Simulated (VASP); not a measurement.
# C in VASP: notebook

Aim: see how the results for C move with the level of theory and the settings. Levels: PBEsol, LDA. Tasks: single point.

Program: VASP 6.6.1. These are calculated values, not measurements. Logs are shortened: lines on timing, memory, paths and dates and some standing lists are left out, and cuts for length are marked.

**1. The cell of the first run**

The cell holds a slab with vacuum, 32 atoms: a = 5.026 Å, b = 5.026 Å, c = 20.219 Å, α = 90.00°, β = 90.00°, γ = 90.00°.

**2. Single point, PBEsol, collinear spin**

INCAR

```
PREC = Accurate ; ENCUT = 520
EDIFF = 1E-6 ; ISMEAR = -1
SIGMA = 0.05 ; LREAL = Auto
LASPH = T ; NELM = 200
ALGO = Normal ; ISIF = 2
LWAVE = F ; LCHARG = F
ISPIN = 2 ; MAGMOM = 0.031 0.031 0.031 0.031 0.031 0.031 0.031 0.031 0.031 0.031 0.031 0.031 0.031 0.031 0.031 0.031 0.031 0.031 0.031 0.031 0.031 0.031 0.031 0.031 0.031 0.031 0.031 0.031 0.031 0.031 0.031 0.031
LORBIT = 11 ; GGA = PS
NBANDS = 90 ; GGA_COMPAT = F
NELMDL = -8
```

KPOINTS

```
regular mesh
0
Gamma
  2 2 1
```

POSCAR

```
C
1.0
    3.5538030000      3.5538030000      0.0000000000
   -3.5538030000      3.5538030000      0.0000000000
    0.0000000000      0.0000000000     20.2191550000
C
32
Direct
    0.0064140000      0.0986940000      0.3292630000
    0.9740910000      0.9887510000      0.5217510000
    0.4923590000      0.3952190000      0.3358610000
    0.5153960000      0.5185010000      0.5244670000
    0.2520640000      0.0012880000      0.3842170000
    0.2882240000      0.0077510000      0.5719570000
    0.7548190000      0.5179330000      0.3938250000
    0.7554040000      0.5159590000      0.5630800000
    0.9999680000      0.4021520000      0.3642600000
    0.0226730000      0.4852740000      0.5269350000
    0.5094430000      0.0647020000      0.3606090000
    0.5118240000      0.0081580000      0.5185160000
    0.2649560000      0.5066180000      0.3881540000
    0.2472140000      0.4766420000      0.5630760000
    0.7511810000      0.0022210000      0.3891350000
    0.7380020000      0.0172200000      0.5620950000
    0.2738280000      0.7614470000      0.4266270000
    0.2490930000      0.7452680000      0.6159610000
    0.7373890000      0.2313690000      0.4314190000
    0.7638040000      0.2500280000      0.6143740000
    0.0329900000      0.2710530000      0.4827640000
    0.9960510000      0.3211350000      0.6707520000
    0.4921410000      0.7655000000      0.4766130000
    0.5114580000      0.6415560000      0.6716560000
    0.2438230000      0.2393180000      0.4378990000
    0.2621400000      0.2341060000      0.6084180000
    0.7702300000      0.7659730000      0.4300380000
    0.7526640000      0.7542410000      0.6068580000
    0.9974270000      0.7538790000      0.4853290000
    0.0007870000      0.6527940000      0.6384510000
    0.5087340000      0.2290620000      0.4791290000
    0.5035690000      0.4065570000      0.6335460000
```

Potentials or basis: VASP PAW PBE potentials, release 64 (C).

On the command line:

```console
cat potpaw_PBE.64/C/POTCAR > POTCAR
mpirun -np 1 vasp_std > vasp.out
```

OUTCAR:

```text
PREC = Accurate
   ENCUT = 520
   EDIFF = 1E-6
   ISMEAR = -1
   LREAL = Auto
   LASPH = T
   NELM = 200
   ISIF = 2
   ISPIN = 2
   LORBIT = 11
   GGA = PS
   NELMDL = -8

 ion  position               nearest neighbor table
   1  0.006  0.099  0.329-   9 1.68   5 1.73  15 1.83
   2  0.974  0.989  0.522-  29 1.40  16 1.45  21 1.65   6 1.88
   3  0.492  0.395  0.336-  13 1.65  11 1.74   7 1.87
   4  0.515  0.519  0.524-   8 1.44  14 1.57  23 1.58  31 1.72
   5  0.252  0.001  0.384-  11 1.42  17 1.48  25 1.62   1 1.73
   6  0.288  0.008  0.572-  26 1.36  12 1.56  18 1.60   2 1.88
   7  0.755  0.518  0.394-  27 1.45   9 1.49  19 1.63   3 1.87
   8  0.755  0.516  0.563-   4 1.44  28 1.49  10 1.54  20 1.69  32 1.98
   9  1.000  0.402  0.364-   7 1.49  13 1.51   1 1.68
  10  0.023  0.485  0.527-  14 1.35  21 1.40   8 1.54  29 1.60
  11  0.509  0.065  0.361-  15 1.38   5 1.42   3 1.74  19 2.02
  12  0.512  0.008  0.519-  31 1.37  16 1.44  23 1.49   6 1.56
  13  0.265  0.507  0.388-  17 1.50   9 1.51   3 1.65  25 1.68
  14  0.247  0.477  0.563-  10 1.35  26 1.53   4 1.57  18 1.72  32 1.95
  15  0.751  0.002  0.389-  11 1.38  19 1.44  27 1.45   1 1.83
  16  0.738  0.017  0.562-  12 1.44   2 1.45  20 1.58  28 1.60
  17  0.274  0.761  0.427-   5 1.48  23 1.49  13 1.50  29 1.83
  18  0.249  0.745  0.616-  30 1.41   6 1.60  14 1.72  24 1.81
  19  0.737  0.231  0.431-  15 1.44  31 1.50   7 1.63  21 1.82  11 2.02
  20  0.764  0.250  0.614-  32 1.57  16 1.58  22 1.67   8 1.69
  21  0.033  0.271  0.483-  10 1.40  25 1.40   2 1.65  19 1.82
  22  0.996  0.321  0.671-  20 1.67  30 1.79  26 1.89
  23  0.492  0.766  0.477-  12 1.49  17 1.49   4 1.58  27 1.69
  24  0.511  0.642  0.672-  32 1.41  18 1.81  28 1.87
  25  0.244  0.239  0.438-  21 1.40  31 1.57   5 1.62  13 1.68
  26  0.262  0.234  0.608-   6 1.36  14 1.53  32 1.58  22 1.89
  27  0.770  0.766  0.430-   7 1.45  15 1.45  29 1.60  23 1.69
  28  0.753  0.754  0.607-   8 1.49  30 1.49  16 1.60  24 1.87
  29  0.997  0.754  0.485-   2 1.40  10 1.60  27 1.60  17 1.83
  30  0.001  0.653  0.638-  18 1.41  28 1.49  22 1.79
  31  0.509  0.229  0.479-  12 1.37  19 1.50  25 1.57   4 1.72
  32  0.504  0.407  0.634-  24 1.41  20 1.57  26 1.58  14 1.95   8 1.98

  LATTYP: Found a simple tetragonal cell.
 ALAT       =     5.0258364006
 C/A-ratio  =     4.0230428109

  Lattice vectors:

 A1 = (   3.5538030000,   3.5538030000,   0.0000000000)
 A2 = (  -3.5538030000,   3.5538030000,   0.0000000000)
 A3 = (   0.0000000000,   0.0000000000,  20.2191550000)

Analysis of symmetry for initial positions (statically):
=====================================================================
 Subroutine PRICEL returns:
 Original cell was already a primitive cell.

 Routine SETGRP: Setting up the symmetry group for a
 simple tetragonal supercell.

 Subroutine GETGRP returns: Found  1 space group operations
 (whereof  1 operations were pure point group operations)
 out of a pool of 16 trial point group operations.

The static configuration has the point symmetry C_1 .

Analysis of symmetry for dynamics (positions and initial velocities):
=====================================================================
 Subroutine PRICEL returns:
 Original cell was already a primitive cell.

 Routine SETGRP: Setting up the symmetry group for a
 simple tetragonal supercell.

 Subroutine GETGRP returns: Found  1 space group operations
 (whereof  1 operations were pure point group operations)
 out of a pool of 16 trial point group operations.

The dynamic configuration has the point symmetry C_1 .

Analysis of structural, dynamic, and magnetic symmetry:
=====================================================================
 Subroutine PRICEL returns:
 Original cell was already a primitive cell.

 Routine SETGRP: Setting up the symmetry group for a
 simple tetragonal supercell.

 Subroutine GETGRP returns: Found  1 space group operations
 (whereof  1 operations were pure point group operations)
 out of a pool of 16 trial point group operations.

The overall configuration has the point symmetry C_1 .

 Subroutine INISYM returns: Found  1 space group operations
 (whereof  1 operations are pure point group operations),
 and found     1 'primitive' translations

[... 117 lines left out ...]
   total plane-waves  NPLWV = 240000
   dimension x,y,z NGX =    40 NGY =   40 NGZ =  150
   dimension x,y,z NGXF=    80 NGYF=   80 NGZF=  300
   ions per type =              32
   NGX,Y,Z   is equivalent  to a cutoff of  13.23, 13.23, 12.33 a.u.
   NGXF,Y,Z  is equivalent  to a cutoff of  26.46, 26.46, 24.67 a.u.
 SYSTEM =  unknown system
   PREC   = accura    normal or accurate (medium, high low for compatibility)
   ISTART =      0    job   : 0-new  1-cont  2-samecut
   ICHARG =      2    charge: 1-file 2-atom 10-const
   ISPIN  =      2    spin polarized calculation?
   LNONCOLLINEAR =      F non collinear calculations
   LSORBIT =      F    spin-orbit coupling
   LASPH  =      T    aspherical Exc in radial PAW
   ENCUT  =  520.0 eV  38.22 Ry    6.18 a.u.   9.34  9.34 37.59*2*pi/ulx,y,z
   NELM   =    200;   NELMIN=  2; NELMDL= -8     # of ELM steps
   EDIFF  = 0.1E-05   stopping-criterion for ELM
   LREAL  =      T    real-space projection
   EDIFFG = 0.1E-04   stopping-criterion for IOM
   NSW    =      0    number of steps for IOM
   IBRION =     -1    ionic relax: 0-MD 1-quasi-New 2-CG
   NFREE  =      0    steps in history (QN), initial steepest desc. (CG)
   ISIF   =      2    stress and relaxation
   ISYM   =      2    0-nonsym 1-usesym 2-fastsym
   POTIM  = 0.5000    time-step for ionic-motion
   TEBEG  =    0.0;   TEEND  =   0.0 temperature during run
   PSTRESS=    0.0 pullay stress
   NELECT =     128.0000    total number of electrons
   NUPDOWN=      -1.0000    fix difference up-down
   EMIN   =  10.00;   EMAX   =-10.00  energy-range for DOS
   EFERMI =   0.00;   METHOD = LEGACY
   ISMEAR =    -1;   SIGMA  =   0.05  broadening in eV -4-tet -1-fermi 0-gaus
   EFERMI_NEDOS =   21; number of points for ismear=-14 and -15
   IALGO  =     38    algorithm
   IMIX   =      4    mixing-type and parameters
     AMIX     =   0.40;   BMIX     =  1.00
     AMIX_MAG =   1.60;   BMIX_MAG =  1.00
  volume/ion in A,a.u.               =      15.96       107.70
  Fermi-wavevector in a.u.,A,eV,Ry     =   1.032171  1.950520 14.495329  1.065377
  Thomas-Fermi vector in A             =   2.166355
   LORBIT       =     11    0 simple, 1 ext, 2 COOP (PROOUT), +10 PAW based schemes
   GGA     = PS    functional components
   LHFCALC =     F    Hartree Fock is set to
   AEXX    =    0.0000 exact exchange contribution
   IVDW    =     0    specifies the selected vdW correction
   LEPSILON=     F    determine dielectric tensor
   LRPA    =     F    only Hartree local field effects (RPA)
 spin polarized calculation
  energy-cutoff  :      520.00
  volume of cell :      510.72
 maximum number of plane-waves:     13775
 NGX is ok and might be reduce to    40
   NGX = 19   NGY = 19   NGZ = 75

 number of electron     128.0000000 magnetization       0.0001743

 Free energy of the ion-electron system (eV)
  ---------------------------------------------------
  ext. energy  EPLUGINS =         0.00000000
  ---------------------------------------------------
  free energy    TOTEN  =      -270.34491735 eV

  energy without entropy =     -270.31698731  energy(sigma->0) =     -270.33095233

 E-fermi :  -0.5330     XC(G=0):  -5.7852

 val. band max:       -0.6415423182   @ k =   0.0000   0.5000   0.0000
 cond. band min:      -0.4412038969   @ k =   0.0000   0.0000   0.0000
 fundamental gap:      0.2003384213
 Fermi energy:        -0.5330318700

 spin component 1

 k-point     1 :       0.0000    0.0000    0.0000
  band No.  band energies     occupation
      1     -22.9495      1.00000
      2     -21.4243      1.00000
      3     -19.4758      1.00000
      4     -19.0833      1.00000
      5     -18.6920      1.00000
      6     -17.9545      1.00000
[... 305 lines left out ...]
     75       4.3035      0.00000
     76       4.5528      0.00000
 Fermi energy:        -0.5330318700

 spin component 2

 k-point     1 :       0.0000    0.0000    0.0000
  band No.  band energies     occupation
      1     -22.9495      1.00000
      2     -21.4242      1.00000
      3     -19.4758      1.00000
      4     -19.0833      1.00000
      5     -18.6920      1.00000
      6     -17.9545      1.00000
[... 305 lines left out ...]
     75       4.3035      0.00000
     76       4.5528      0.00000
 [bands above 76 left out]

------------------------ aborting loop because EDIFF is reached ----------------------------------------

  FORCE on cell =-STRESS in cart. coord.  units (eV):
  Direction    XX          YY          ZZ          XY          YZ          ZX
  --------------------------------------------------------------------------------------
  -------------------------------------------------------------------------------------
  Total        3.2021793      7.0647224     -3.6457105     13.9102330      2.5860014      1.3274301
  in kB       10.0456152     22.1628693    -11.4370249     43.6380455      8.1125922      4.1643051
  external PRESSURE =       6.9238199 kB  Pullay stress =       0.0000000 kB

 VOLUME and BASIS-vectors are now :
 -----------------------------------------------------------------------------
  energy-cutoff  :      520.00
  volume of cell :      510.72
      direct lattice vectors                 reciprocal lattice vectors
     3.553803000  3.553803000  0.000000000     0.140694349  0.140694349  0.000000000
    -3.553803000  3.553803000  0.000000000    -0.140694349  0.140694349  0.000000000
     0.000000000  0.000000000 20.219155000     0.000000000  0.000000000  0.049458051

 POSITION                                       TOTAL-FORCE (eV/Angst)
 -----------------------------------------------------------------------------------
     -0.32794      0.37353      6.65742        -1.265187      0.911131      5.345344
     -0.05210      6.97555     10.54936         0.527489      7.550773      1.715028
      0.34522      3.15428      6.79083         0.707125      0.492720      4.173975
     -0.01103      3.67427     10.60428        -0.746139     -3.792540     -5.022615
      0.89121      0.90036      7.76854        -1.281640      0.926510      0.290305
      0.99675      1.05184     11.56449         1.325427     -6.501211     -1.009555
[... 24 lines left out ...]
      0.99390      2.62198      9.68758        -5.201117      4.159622     -2.910487
      0.34476      3.23441     12.80976         6.610530     -4.080052      3.662833
 -----------------------------------------------------------------------------------
    total drift:                                0.024370     -0.040992     -0.011227

  FREE ENERGIE OF THE ION-ELECTRON SYSTEM (eV)
  ---------------------------------------------------
  free  energy   TOTEN  =      -270.3449173457 eV

  energy  without entropy=     -270.3169873060  energy(sigma->0) =     -270.33095233

 total charge

# of ion       s       p       d       tot
------------------------------------------
    1        0.928   1.247   0.000   2.175
    2        0.846   1.730   0.000   2.577
    3        0.905   1.279   0.000   2.184
    4        0.831   1.705   0.000   2.535
    5        0.828   1.719   0.000   2.547
    6        0.838   1.705   0.000   2.543
[... 24 lines left out ...]
   31        0.848   1.790   0.000   2.639
   32        0.888   1.581   0.000   2.469
--------------------------------------------------
tot         27.355  52.910   0.000  80.265

 magnetization (x)

# of ion       s       p       d       tot
------------------------------------------
    1       -0.000   0.000   0.000   0.000
    2       -0.000  -0.000   0.000  -0.000
    3       -0.000  -0.000   0.000  -0.000
    4       -0.000  -0.000   0.000  -0.000
    5       -0.000  -0.000   0.000  -0.000
    6       -0.000  -0.000   0.000  -0.000
[... 24 lines left out ...]
   31        0.000   0.000   0.000   0.000
   32       -0.000  -0.000   0.000  -0.000
--------------------------------------------------
tot          0.000   0.000   0.000   0.000
```

Wall time 14 min (1 thread of Intel Xeon 6975P-C (Granite Rapids), shared host); peak memory 0.8 GiB.

What came out:

```
Free energy                                           : -270.3449 eV
Largest force                                         : 9.555 eV/Å
Net moment                                            : 0.00 μB per cell
Valence electrons inside the program's atomic spheres : C 2.17, 2.58, 2.18, 2.54, 2.55, 2.50, 2.61, 2.40, 2.76, 2.53, 2.48, 2.62, 2.67, 2.45, 2.41, 2.14, 2.29, 2.49, 2.52, 2.42, 2.64, 2.47 (each value once)
```

Forces on the atoms (eV/Å):
```
C   -1.265  0.911  5.345
C    0.527  7.551  1.715
C    0.707  0.493  4.174
C   -0.746 -3.793 -5.023
C   -1.282  0.927  0.290
C    1.325 -6.501 -1.010
C    5.549 -3.314 -4.427
C    2.683 -0.772  0.652
C    0.035  1.182 -1.770
C   -7.784 -0.898 -5.023
C   -4.788  2.043 -2.731
C   -0.137 -4.555  3.894
C    1.903 -4.080 -2.128
C    1.497  5.223  3.129
C    1.918  2.174 -3.036
C    3.534  0.739  5.957
C   -1.101 -3.290  2.117
C    1.332  1.076  0.616
C   -2.955  4.622  3.885
C   -4.396  1.427  0.063
C    1.453 -9.331 -1.454
C   -0.508  0.694 -5.116
C    3.500  1.208 -1.024
C   -2.031  0.369 -5.341
C    0.824  3.257 -1.081
C   -5.234  5.641  4.779
C    0.448 -3.098  3.388
C    1.626  0.319  3.131
C    2.416 -0.105 -5.964
C   -0.459 -0.199  1.238
C   -5.201  4.160 -2.910
C    6.611 -4.080  3.663
```

Caveat: the k points lie up to 0.63 Å⁻¹ apart; the PAW data sets were made with another functional, which shifts forces and pressure a little.

**3. Single point, PBEsol**

INCAR

```
PREC = Accurate
ENCUT = 520
EDIFF = 1E-6
ISMEAR = -1
SIGMA = 0.05
LREAL = Auto
LASPH = T
NELM = 80
ALGO = Normal
ISIF = 2
LWAVE = F
LCHARG = F
GGA = PS
NBANDS = 86
```

KPOINTS

```
Automatic mesh
0
Gamma
  2 2 1
```

POSCAR is that of step 2.

Potentials or basis: VASP PAW PBE potentials, release 64 (C).

On the command line:

```console
cat potpaw_PBE.64/C/POTCAR > POTCAR
mpirun -np 1 vasp_std > vasp.out
```

Run time: 4.1 min. Hardware: 1 thread of Intel Xeon 6975P-C (Granite Rapids), shared host; peak memory 0.55 GiB.

The run converged. Its results:

* Free energy: -270.3449 eV
* Largest force: 9.555 eV/Å

Forces in eV/Å, atoms in the order of the input:
```
C   -1.265  0.911  5.345
C    0.527  7.551  1.715
C    0.707  0.493  4.174
C   -0.746 -3.793 -5.023
C   -1.282  0.927  0.290
C    1.325 -6.501 -1.010
C    5.549 -3.314 -4.427
C    2.683 -0.772  0.652
C    0.035  1.182 -1.770
C   -7.784 -0.898 -5.023
C   -4.788  2.043 -2.731
C   -0.137 -4.555  3.894
C    1.903 -4.080 -2.128
C    1.497  5.223  3.129
C    1.918  2.174 -3.036
C    3.534  0.739  5.957
C   -1.101 -3.290  2.117
C    1.332  1.076  0.616
C   -2.955  4.622  3.885
C   -4.396  1.427  0.063
C    1.453 -9.331 -1.454
C   -0.508  0.694 -5.116
C    3.500  1.208 -1.024
C   -2.031  0.369 -5.341
C    0.824  3.257 -1.081
C   -5.234  5.641  4.779
C    0.448 -3.098  3.388
C    1.626  0.319  3.131
C    2.416 -0.105 -5.964
C   -0.459 -0.199  1.238
C   -5.201  4.160 -2.910
C    6.611 -4.080  3.663
```

Caveat: the k points lie up to 0.63 Å⁻¹ apart; the PAW data sets were made with another functional, which shifts forces and pressure a little.

**4. Single point, PBEsol**

INCAR

```
SYSTEM = C
PREC = Accurate ; ENCUT = 520
EDIFF = 1E-6 ; ISMEAR = -1
SIGMA = 0.05 ; LREAL = Auto
LASPH = .TRUE. ; NELM = 100
ALGO = Normal ; ISIF = 2
LWAVE = .FALSE. ; LCHARG = .TRUE.
GGA = PS ; LELF = .TRUE.
LVHAR = .TRUE. ; NBANDS = 86
```

KPOINTS

```
regular mesh
0
G
  2 2 1
  0 0 0
```

POSCAR is that of step 3.

On the command line:

```console
cat potpaw_PBE.64/C/POTCAR > POTCAR
mpirun -np 1 vasp_std > vasp.out
```

It took 3.5 min on 1 thread of Intel Xeon 6975P-C (Granite Rapids), shared host; peak memory 0.55 GiB.

The run converged. Its results:

- Free energy: -270.3449 eV
- Largest force: 9.555 eV/Å

Forces on the atoms (eV/Å):
```
C   -1.265  0.911  5.345
C    0.527  7.551  1.715
C    0.707  0.493  4.174
C   -0.746 -3.793 -5.023
C   -1.282  0.927  0.290
C    1.325 -6.501 -1.010
C    5.549 -3.314 -4.427
C    2.683 -0.772  0.652
C    0.035  1.182 -1.770
C   -7.784 -0.898 -5.023
C   -4.788  2.043 -2.731
C   -0.137 -4.555  3.894
C    1.903 -4.080 -2.128
C    1.497  5.223  3.129
C    1.918  2.174 -3.036
C    3.534  0.739  5.957
C   -1.101 -3.290  2.117
C    1.332  1.076  0.616
C   -2.955  4.622  3.885
C   -4.396  1.427  0.063
C    1.453 -9.331 -1.454
C   -0.508  0.694 -5.116
C    3.500  1.208 -1.024
C   -2.031  0.369 -5.341
C    0.824  3.257 -1.081
C   -5.234  5.641  4.779
C    0.448 -3.098  3.388
C    1.626  0.319  3.131
C    2.416 -0.105 -5.964
C   -0.459 -0.199  1.238
C   -5.201  4.160 -2.910
C    6.611 -4.080  3.663
```

Caveat: the k points lie up to 0.63 Å⁻¹ apart; the PAW data sets were made with another functional, which shifts forces and pressure a little.

**5. Single point, LDA**

INCAR

```
  ALGO = Normal
  EDIFF = 1E-6
  ENCUT = 520
  ISIF = 2
  ISMEAR = -1
  LASPH = True
  LCHARG = False
  LREAL = Auto
  LWAVE = False
  NBANDS = 86
  NELM = 80
  PREC = Accurate
  SIGMA = 0.05
```

KPOINTS

```
k-points
0
Gamma
  2 2 1
```

POSCAR is that of step 4.

Potentials or basis: VASP PAW LDA potentials, release 64 (C).

On the command line:

```console
cat potpaw_LDA.64/C/POTCAR > POTCAR
mpirun -np 1 vasp_std > vasp.out
```

Wall time 3 min (1 thread of Intel Xeon 6975P-C (Granite Rapids), shared host); peak memory 0.44 GiB.

It converged, with:

| Quantity | Value |
| --- | --- |
| Free energy | -284.7887 eV |
| Largest force | 9.427 eV/Å |

Forces in eV/Å, atoms in the order of the input:
```
C   -1.337  1.030  5.702
C    0.536  7.397  1.672
C    0.749  0.361  4.548
C   -0.696 -3.753 -4.959
C   -1.177  1.101  0.361
C    1.237 -6.386 -0.897
C    5.660 -3.236 -4.356
C    2.585 -0.765  0.609
C    0.037  1.168 -1.711
C   -7.627 -0.842 -4.991
C   -4.774  2.034 -2.631
C   -0.163 -4.438  3.866
C    1.862 -4.162 -2.116
C    1.424  5.136  3.024
C    1.663  2.102 -2.892
C    3.586  0.719  5.854
C   -1.039 -3.231  2.080
C    1.268  0.873  0.589
C   -2.923  4.541  3.893
C   -4.512  1.463  0.002
C    1.461 -9.199 -1.448
C   -0.653  0.741 -5.516
C    3.437  1.217 -1.008
C   -1.831  0.125 -5.818
C    0.780  3.228 -0.954
C   -5.156  5.706  4.588
C    0.444 -3.128  3.296
C    1.854  0.305  3.042
C    2.279 -0.069 -5.883
C   -0.436 -0.124  1.152
C   -5.049  4.056 -2.904
C    6.514 -3.968  3.805
```

Caveat: the k points lie up to 0.63 Å⁻¹ apart.

**6. Summary**

| level | potentials or basis | spin | largest force (eV/Å) |
| --- | --- | --- | --- |
| PBEsol | VASP PAW PBE potentials, release 64 (C) | collinear | 9.55 |
| PBEsol | VASP PAW PBE potentials, release 64 (C) | off | 9.55 |
| LDA | VASP PAW LDA potentials, release 64 (C) | off | 9.43 |

Alike in all rows: task single point; cell as given; k mesh 2 × 2 × 1; cutoff (eV) 520; smearing fermi-dirac 0.05 eV.

Caveats: all runs use coarse meshes; the PAW data sets were made with another functional, which shifts forces and pressure a little (at least some runs).

Total energies depend on the potentials used, so only differences within one code and one set of settings carry meaning.
